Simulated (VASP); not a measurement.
# Si4Sn (R-3m) in VASP: single point with PBE

Aim: the single point of Si4Sn with PBE.

All numbers are computed with VASP 6.6.1; they aren't measurements. Logs are shortened: lines on timing, memory, paths and dates and some standing lists are left out, and cuts for length are marked.

## (1) The cell of the first run

It takes space group R-3m (No. 166, trigonal). The conventional cell has a = 3.765 Å, b = 3.765 Å, c = 23.328 Å, α = 90.00°, β = 90.00°, γ = 120.00°. Si (site symmetry 3m) has 3 Si at 2.42 Å and 3 Sn at 2.93 Å within 3.2 Å. Within 3.2 Å of Si (site symmetry 3m) lie 6 Si at 2.42 to 2.78 Å. Within 3.9 Å of Sn (site symmetry -3m) lie 12 Si at 2.93 to 3.72 Å and 6 Sn at 3.77 Å.

## (2) Single point, PBE

INCAR reads:

```
PREC = Accurate ; ENCUT = 520
EDIFF = 1E-6 ; ISMEAR = 0
SIGMA = 0.1 ; LREAL = False
LASPH = True ; NELM = 100
ALGO = Normal ; ISIF = 2
LWAVE = False ; LCHARG = False
GGA = PE ; NBANDS = 23
```

KPOINTS reads:

```
Automatic mesh
0
Gamma
  12 12 12
```

POSCAR reads:

```
Si4Sn
1.0
    1.8827290591      1.0869941291      7.7759615349
   -1.8827290591      1.0869941291      7.7759615349
    0.0000000000     -2.1739882581      7.7759615349
Si Sn
4 1
Direct
    0.4172441884      0.4172441884      0.4172441884
    0.5827558116      0.5827558116      0.5827558116
    0.2038866610      0.2038866610      0.2038866610
    0.7961133390      0.7961133390      0.7961133390
    0.0000000000      0.0000000000      0.0000000000
```

Potentials or basis: VASP PAW PBE potentials, release 64 (Si, Sn_d).

On the command line:

```console
> cat potpaw_PBE.64/Si/POTCAR potpaw_PBE.64/Sn_d/POTCAR > POTCAR
> mpirun -np 1 vasp_std > vasp.out
```

OUTCAR:

```text
PREC = Accurate
   ENCUT = 520
   EDIFF = 1E-6
   ISMEAR = 0
   LREAL = False
   LASPH = True
   NELM = 100
   ISIF = 2
   GGA = PE

 ion  position               nearest neighbor table
   1  0.417  0.417  0.417-   4 2.42   4 2.42   4 2.42   5 2.93   5 2.93   5 2.93
   2  0.583  0.583  0.583-   3 2.42   3 2.42   3 2.42   5 2.93   5 2.93   5 2.93
   3  0.204  0.204  0.204-   2 2.42   2 2.42   2 2.42   4 2.78   4 2.78   4 2.78
   4  0.796  0.796  0.796-   1 2.42   1 2.42   1 2.42   3 2.78   3 2.78   3 2.78
   5  0.000  0.000  0.000-   2 2.93   1 2.93   2 2.93   2 2.93   1 2.93   1 2.93

  LATTYP: Found a trigonal (rhomboedric) cell.
 ALAT       =     8.0741440871
 COS(alpha) =     0.8912541589

  Lattice vectors:

 A1 = (   1.8827290591,   1.0869941291,   7.7759615349)
 A2 = (  -1.8827290591,   1.0869941291,   7.7759615349)
 A3 = (   0.0000000000,  -2.1739882581,   7.7759615349)

Analysis of symmetry for initial positions (statically):
=====================================================================
 Subroutine PRICEL returns:
 Original cell was already a primitive cell.

 Routine SETGRP: Setting up the symmetry group for a
 trigonal (rhombohedral) supercell.

 Subroutine GETGRP returns: Found 12 space group operations
 (whereof 12 operations were pure point group operations)
 out of a pool of 12 trial point group operations.

The static configuration has the point symmetry D_3d.

Analysis of symmetry for dynamics (positions and initial velocities):
=====================================================================
 Subroutine PRICEL returns:
 Original cell was already a primitive cell.

 Routine SETGRP: Setting up the symmetry group for a
 trigonal (rhombohedral) supercell.

 Subroutine GETGRP returns: Found 12 space group operations
 (whereof 12 operations were pure point group operations)
 out of a pool of 12 trial point group operations.

The dynamic configuration has the point symmetry D_3d.

 Subroutine INISYM returns: Found 12 space group operations
 (whereof 12 operations are pure point group operations),
 and found     1 'primitive' translations

----------------------------------------------------------------------------------------

                                     Primitive cell

  volume of cell :      95.4818

[... 87 lines left out ...]
   ICHARG =      2    charge: 1-file 2-atom 10-const
   ISPIN  =      1    spin polarized calculation?
   LNONCOLLINEAR =      F non collinear calculations
   LSORBIT =      F    spin-orbit coupling
   LASPH  =      T    aspherical Exc in radial PAW
   ENCUT  =  520.0 eV  38.22 Ry    6.18 a.u.  15.01 15.01 15.01*2*pi/ulx,y,z
   NELM   =    100;   NELMIN=  2; NELMDL= -5     # of ELM steps
   EDIFF  = 0.1E-05   stopping-criterion for ELM
   LREAL  =      F    real-space projection
   EDIFFG = 0.1E-04   stopping-criterion for IOM
   NSW    =      0    number of steps for IOM
   IBRION =     -1    ionic relax: 0-MD 1-quasi-New 2-CG
   NFREE  =      0    steps in history (QN), initial steepest desc. (CG)
   ISIF   =      2    stress and relaxation
   ISYM   =      2    0-nonsym 1-usesym 2-fastsym
   POTIM  = 0.5000    time-step for ionic-motion
   TEBEG  =    0.0;   TEEND  =   0.0 temperature during run
   PSTRESS=    0.0 pullay stress
   NELECT =      30.0000    total number of electrons
   NUPDOWN=      -1.0000    fix difference up-down
   EMIN   =  10.00;   EMAX   =-10.00  energy-range for DOS
   EFERMI =   0.00;   METHOD = LEGACY
   ISMEAR =     0;   SIGMA  =   0.10  broadening in eV -4-tet -1-fermi 0-gaus
   EFERMI_NEDOS =   21; number of points for ismear=-14 and -15
   IALGO  =     38    algorithm
   IMIX   =      4    mixing-type and parameters
     AMIX     =   0.40;   BMIX     =  1.00
     AMIX_MAG =   1.60;   BMIX_MAG =  1.00
  volume/ion in A,a.u.               =      19.10       128.87
  Fermi-wavevector in a.u.,A,eV,Ry     =   1.112949  2.103168 16.852920  1.238655
  Thomas-Fermi vector in A             =   2.249528
   LORBIT       =      0    0 simple, 1 ext, 2 COOP (PROOUT), +10 PAW based schemes
   GGA     = PE    functional components
   LHFCALC =     F    Hartree Fock is set to
   AEXX    =    0.0000 exact exchange contribution
   IVDW    =     0    specifies the selected vdW correction
   LEPSILON=     F    determine dielectric tensor
   LRPA    =     F    only Hartree local field effects (RPA)
 non-spin polarized calculation
 Gauss-broadening in eV      SIGMA  =   0.10
  energy-cutoff  :      520.00
  volume of cell :       95.48
 maximum number of plane-waves:      2592
   NGX = 29   NGY = 29   NGZ = 29

 number of electron      29.9999996 magnetization

 Free energy of the ion-electron system (eV)
  ---------------------------------------------------
  ext. energy  EPLUGINS =         0.00000000
  ---------------------------------------------------
  free energy    TOTEN  =       -23.96065147 eV

  energy without entropy =      -23.94795766  energy(sigma->0) =      -23.95430457

 E-fermi :   7.7173     XC(G=0): -10.3581

 val. band max:        7.7165576938   @ k =   0.4167   0.1667   0.0000
 cond. band min:       7.7186188281   @ k =   0.5000   0.2500   0.2500
 fundamental gap:      0.0020611343
 Fermi energy:         7.7173028585

 k-point     1 :       0.0000    0.0000    0.0000
  band No.  band energies     occupation
      1     -13.7819      2.00000
      2     -13.7819      2.00000
      3     -13.7702      2.00000
      4     -13.7510      2.00000
      5     -13.7510      2.00000
      6      -4.7103      2.00000
[... 613 lines left out ...]
     22      14.0612      0.00000
     23      15.3656      0.00000

 [... further k-points ...]
[... 5 lines left out ...]
  --------------------------------------------------------------------------------------
  -------------------------------------------------------------------------------------
  Total       -0.0200367     -0.0200367     -0.0420447      0.0000000     -0.0000000      0.0000000
  in kB       -0.3362150     -0.3362150     -0.7055076      0.0000000     -0.0000000      0.0000000
  external PRESSURE =      -0.4593125 kB  Pullay stress =       0.0000000 kB

 VOLUME and BASIS-vectors are now :
 -----------------------------------------------------------------------------
  energy-cutoff  :      520.00
  volume of cell :       95.48
      direct lattice vectors                 reciprocal lattice vectors
     1.882729059  1.086994129  7.775961535     0.265571935  0.153328028  0.042867153
    -1.882729059  1.086994129  7.775961535    -0.265571935  0.153328028  0.042867153
     0.000000000 -2.173988258  7.775961535     0.000000000 -0.306656057  0.042867153

 POSITION                                       TOTAL-FORCE (eV/Angst)
 -----------------------------------------------------------------------------------
      0.00000      0.00000      9.73342         0.000000      0.000000      0.005094
      0.00000      0.00000     13.59446         0.000000     -0.000000     -0.005094
      0.00000      0.00000      4.75624         0.000000      0.000000      0.005747
      0.00000      0.00000     18.57164         0.000000     -0.000000     -0.005747
      0.00000      0.00000      0.00000         0.000000     -0.000000      0.000000
 -----------------------------------------------------------------------------------
    total drift:                                0.000000      0.000000      0.000000

  FREE ENERGIE OF THE ION-ELECTRON SYSTEM (eV)
  ---------------------------------------------------
  free  energy   TOTEN  =       -23.9606514677 eV

  energy  without entropy=      -23.9479576636  energy(sigma->0) =      -23.95430457
```

OSZICAR:

```text
N       E                     dE             d eps       ncg     rms          rms(c)
DAV:   1     0.180025432521E+03    0.18003E+03   -0.12910E+04  8883   0.139E+03
DAV:   2    -0.537830621625E+01   -0.18540E+03   -0.17424E+03  8969   0.364E+02
DAV:   3    -0.237640368820E+02   -0.18386E+02   -0.17600E+02 11015   0.946E+01
DAV:   4    -0.243880828306E+02   -0.62405E+00   -0.62111E+00 10681   0.173E+01
DAV:   5    -0.244082895002E+02   -0.20207E-01   -0.20203E-01 12266   0.337E+00    0.593E+00
DAV:   6    -0.239888121540E+02    0.41948E+00   -0.83612E-01 12033   0.666E+00    0.340E+00
DAV:   7    -0.239617136221E+02    0.27099E-01   -0.23606E-01 10368   0.192E+00    0.159E+00
DAV:   8    -0.239613797659E+02    0.33386E-03   -0.26159E-02 11174   0.849E-01    0.326E-01
DAV:   9    -0.239605718476E+02    0.80792E-03   -0.32754E-03 10478   0.315E-01    0.141E-01
DAV:  10    -0.239606354381E+02   -0.63591E-04   -0.64452E-04 11130   0.123E-01    0.732E-02
DAV:  11    -0.239606463456E+02   -0.10908E-04   -0.99684E-05 10798   0.652E-02    0.256E-02
DAV:  12    -0.239606517539E+02   -0.54082E-05   -0.16266E-05 10802   0.260E-02    0.669E-03
DAV:  13    -0.239606514677E+02    0.28611E-06   -0.24081E-06  9926   0.871E-03
   1 F= -.23960651E+02 E0= -.23954305E+02  d E =-.126938E-01
```

stdout:

```text
POSCAR found type information on POSCAR SiSn
 POSCAR found :  2 types and       5 ions
 scaLAPACK will be used
 LDA part: xc-table for (Slater+PW92), standard interpolation
 POSCAR, INCAR and KPOINTS ok, starting setup
 FFT: planning ... GRIDC
 FFT: planning ... GRID_SOFT
 FFT: planning ... GRID
 WAVECAR not read
 entering main loop
```

Run time: 31 min. Hardware: 1 thread of Intel Xeon 8259CL, shared host; peak memory 0.68 GiB.

What came out:

```yaml
Free_energy: -23.9607 eV
Pressure: 0.0 GPa
Largest_force: 0.006 eV/Å
Band_gap_on_the_k_mesh: zero (bands 15 and 16 overlap by 3.10 eV)
```

Forces in eV/Å, atoms in the order of the input:
```
Si   0.000  0.000  0.005
Si   0.000  0.000 -0.005
Si   0.000  0.000  0.006
Si   0.000  0.000 -0.006
Sn   0.000  0.000  0.000
```

Caveat: spin-orbit coupling is left out, which moves the levels of the heavy elements.
